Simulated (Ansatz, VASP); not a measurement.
# Two plane-wave programs on KCl

```
K Cl
1.0
     0.00000    3.15610    3.15610
     3.15610    0.00000    3.15610
     3.15610    3.15610    0.00000
K Cl
1 1
Cartesian
  0.0000 0.0000 0.0625
  3.1561 3.1561 3.1561
```

Change from the starting cell: all K atoms moved +0.062 Å, as atom 1 along Cartesian [0 0 1].

Alike in both runs: task single point; functional PBE; k mesh 6 × 6 × 6; occupations gaussian, width 0.05 eV; no spin polarisation.

|  | VASP | Ansatz |
| --- | --- | --- |
| version | VASP 6.6.1 | Ansatz 0.2.0 |
| potentials or method | VASP PAW PBE potentials, release 64 (K_sv, Cl), cutoff 520 eV | scalar-relativistic, plane waves, PAW |
| valence electrons in the cell | 16 | 16 |

```tsv
	VASP	Ansatz	Ansatz less VASP
gap on the k mesh at the Fermi level (eV)	5.16	5.16	+0.002
least direct gap on the mesh (eV)	5.16	5.16	+0.002
pressure (GPa)	0.6	0.6	-0.02
traceless stress, the component that is largest in VASP (GPa)	0.07	0.07	-0.001
rms of the force components (eV/Å)	0.047	0.046	-0.0009
```

Atom by atom the forces differ by 0.001 eV/Å (rms over components).
